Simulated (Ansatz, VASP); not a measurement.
# HfB2: VASP beside Ansatz

INCAR

```
SYSTEM = HfB2
ALGO = Normal
EDIFF = 1E-6
ENCUT = 520
GGA = PS
ISIF = 2
ISMEAR = 1
LASPH = .True.
LCHARG = .True.
LELF = .True.
LREAL = .False.
LVHAR = .True.
LWAVE = .False.
NBANDS = 15
NELM = 80
PREC = Accurate
SIGMA = 0.1
```

File KPOINTS:

```
k-points
0
Gamma
  11 11 8
  0 0 0
```

Contents of POSCAR:

```
HfB2
1.0
    3.1504319703      0.0000000000      0.0000000000
   -1.5752159852      2.7283541213      0.0000000000
    0.0000000000      0.0000000000      3.4915615467
Hf B
1 2
Direct
    0.0000000000      0.0000000000      0.0000000000
    0.3333333333      0.6666666667      0.5000000000
    0.6666666667      0.3333333333      0.5000000000
```

Input for Ansatz:

```yaml
crystal:
  lattice:
    - [3.15043197032216, 0.0, 0.0]
    - [-1.57521598516108, 2.7283541213175484, 0.0]
    - [0.0, 0.0, 3.4915615467264702]
  atoms:
    - { symbol: Hf, position: [0.0, 0.0, 0.0] }
    - { symbol: B, position: [0.3333333333333333, 0.6666666666666666, 0.5] }
    - { symbol: B, position: [0.6666666666666666, 0.3333333333333333, 0.5] }
basis:
  ecutwfc: 500.0
kpoints:
  mp_grid:
    grid: [11, 11, 8]
hamiltonian:
  xc: pbesol
scf:
  occupations:
    method: cold
output:
  stress: true
```

Alike in both runs: task single point; functional PBEsol; k mesh 11 × 11 × 8; no spin polarisation.

|  | VASP | Ansatz |
| --- | --- | --- |
| version | VASP 6.6.1 | Ansatz 0.2.0 |
| potentials or method | VASP PAW PBE potentials, release 64 (Hf_pv, B), cutoff 520 eV | plane waves, PAW |
| occupations | methfessel-paxton of order 1, width 0.1 eV | cold |
| valence electrons in the cell | 16 | 32 |

```tsv
	VASP	Ansatz	Ansatz less VASP
pressure (GPa)	-6.9	-6.8	+0.15
traceless stress, the component that is largest in VASP (GPa)	-0.57	-0.75	-0.180
```

VASP's potentials were made for PBE, not for PBEsol. VASP's potentials hold 16 valence electrons a cell and Ansatz's 32, so a difference there can come from the potentials and not from the codes.

Neither program's run includes spin-orbit coupling.
